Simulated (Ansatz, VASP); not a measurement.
# CsH: VASP beside Ansatz

Contents of POSCAR:

```
CsH
1.0
    0.0000000000      3.1880000000      3.1880000000
    3.1880000000      0.0000000000      3.1880000000
    3.1880000000      3.1880000000      0.0000000000
Cs H
1 1
Direct
   -0.0784190715     -0.0784190715      0.0784190715
    0.5000000000      0.5000000000      0.5000000000
```

File INCAR.step1:

```
  ALGO = Normal
  EDIFF = 1E-4
  ENCUT = 520
  GGA = PE
  ISMEAR = 0
  LASPH = True
  LCHARG = False
  LREAL = False
  LWAVE = True
  NBANDS = 12
  NELM = 100
  PREC = Accurate
  SIGMA = 0.05
```

INCAR.step2

```
  ALGO = Normal
  EDIFF = 1E-6
  ENCUT = 520
  ISIF = 2
  ISMEAR = 0
  ISTART = 1
  LASPH = True
  LCHARG = False
  LMIXTAU = True
  LREAL = False
  LWAVE = False
  METAGGA = R2SCAN
  NBANDS = 12
  NELM = 100
  PREC = Accurate
  SIGMA = 0.05
```

Contents of KPOINTS:

```
k-points
0
Gamma
  6 6 6
```

Input for Ansatz:

```yaml
crystal:
  lattice:
    - [0.0, 3.188, 3.188]
    - [3.188, 0.0, 3.188]
    - [3.188, 3.188, 0.0]
  atoms:
    - { symbol: Cs, position: [-0.0784190715, -0.0784190715, 0.0784190715] }
    - { symbol: H, position: [0.5, 0.5, 0.5] }
basis:
  ecutwfc: 500
kpoints:
  mp_grid: { grid: [6, 6, 6] }
hamiltonian:
  xc: r2scan
scf:
  occupations: { method: gaussian, width: 0.05 }
output:
  forces: true
  stress: true
  eigenvalues: true
```

Change from the starting cell: all Cs atoms moved -0.500 Å, as atom 1 along Cartesian [0 0 1].

Alike in both runs: task single point; functional r2SCAN; k mesh 6 × 6 × 6; occupations gaussian, width 0.05 eV; no spin polarisation.

|  | VASP | Ansatz |
| --- | --- | --- |
| version | VASP 6.6.1 | Ansatz 0.2.0 |
| potentials or method | VASP PAW PBE potentials, release 64 (Cs_sv, H), cutoff 520 eV | scalar-relativistic, plane waves, PAW |
| valence electrons in the cell | 10 | 10 |

Ansatz gave:

```
gap on the k mesh at the Fermi level (eV)                     : 2.85
least direct gap on the mesh (eV)                             : 2.85
pressure (GPa)                                                : 0.6
traceless stress, the component that is largest in VASP (GPa) : 1.81
rms of the force components (eV/Å)                            : 0.276
```

**Question.** What did VASP give for the same quantities?

**Answer.** gap on the k mesh at the Fermi level (eV): 2.84; least direct gap on the mesh (eV): 2.84; pressure (GPa): 0.7; traceless stress, the component that is largest in VASP (GPa): 1.85; rms of the force components (eV/Å): 0.281.

VASP's potentials were made for PBE, not for r2SCAN. Atom by atom the forces differ by 0.005 eV/Å (rms over components). With one functional, cell and mesh, what is left measures potentials, basis and numerics.

Spin-orbit coupling is off throughout.
